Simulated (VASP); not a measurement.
CuPd2F:

```
Cu Pd F
1.0
    -2.40037    2.40037    2.28419
     2.40037   -2.40037    2.28419
     2.40037    2.40037   -2.28419
Cu Pd F
1 2 1
Direct
  0.00000 0.00000 0.00000
  0.50000 0.00000 0.50000
  0.00000 0.50000 0.50000
  0.50000 0.50000 0.00000
```

The cell was generated, and may not be a known phase.

- Program: VASP 6.6.1
- Task: relaxation of cell and atoms
- Functional: PBE
- Potentials or basis: VASP PAW PBE potentials, release 64 (Cu, Pd, F)
- Cutoff: 600 eV
- k mesh: 6 × 6 × 6
- Occupations: gaussian, width 0.1 eV
- Spin: collinear spin
- Starting moments: [1.0, 0.0, 0.0, 0.0] μB

At the start: pressure 27.3 GPa; volume 13.16 Å³/atom.

Question: How do energy, volume and symmetry change on relaxing?

Answer: Over 8 steps the energy falls by 273.6 meV/atom and the volume is 15.52 Å³/atom (+18.0 %); space group I4/mmm (No. 139, to 0.1 Å) before and after; moment 0.00 μB per cell.

The path:
```csv
step,energy change (eV),largest force (eV/Å),pressure (GPa),volume (Å³)
1,0.0000,0.0000,27.33,52.64
2,-0.7926,0.0000,-9.24,71.23
3,-1.0439,0.0000,-1.62,63.24
4,-1.0439,0.0000,-2.10,63.58
5,-1.0896,0.0000,-0.31,62.23
6,-1.0936,0.0000,0.54,61.72
7,-1.0936,0.0000,0.60,61.69
8,-1.0946,0.0000,0.00,62.10
```

Final structure:
```cif
data_structure
_symmetry_space_group_name_H-M 'P 1'
_symmetry_Int_Tables_number 1
_cell_length_a 4.3277
_cell_length_b 4.3277
_cell_length_c 4.3277
_cell_angle_alpha 111.814
_cell_angle_beta 111.814
_cell_angle_gamma 104.882
_cell_volume 62.10
loop_
_atom_site_label
_atom_site_type_symbol
_atom_site_fract_x
_atom_site_fract_y
_atom_site_fract_z
_atom_site_occupancy
Cu1 Cu 0.00000 0.00000 0.00000 1
Pd1 Pd 0.50000 0.00000 0.50000 1
Pd2 Pd 0.00000 0.50000 0.50000 1
F1 F 0.50000 0.50000 0.00000 1
```

Caveat: the volume moved by over 15 % at a fixed basis, so the end points are rough.
